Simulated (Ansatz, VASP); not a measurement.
**La in VASP and in Ansatz**

```
La
1.0
     3.03477    0.00000    0.00000
     0.00000    3.03477    0.00000
     0.00000    0.00000    3.03477
La
1
Cartesian
  0.0000 0.0000 0.0000
```

Alike in both runs: task single point; functional LDA; k mesh 11 × 11 × 11; occupations fermi-dirac, width 0.1 eV; no spin polarisation.

```csv
,VASP,Ansatz
version,VASP 6.6.1,Ansatz 0.2.0
potentials or method,"VASP PAW LDA potentials, release 64 (La), cutoff 520 eV","plane waves (420 eV) with PAW, scalar-relativistic"
valence electrons in the cell,11,11
```

```csv
,VASP,Ansatz,Ansatz less VASP
pressure (GPa),4.5,4.7,+0.18
```

Ansatz warns that its potentials were made for another functional, while VASP's fit it. LDA's correlation is that of Perdew and Zunger in VASP and of Perdew and Wang (1992) in Ansatz.

Neither program's run includes spin-orbit coupling.
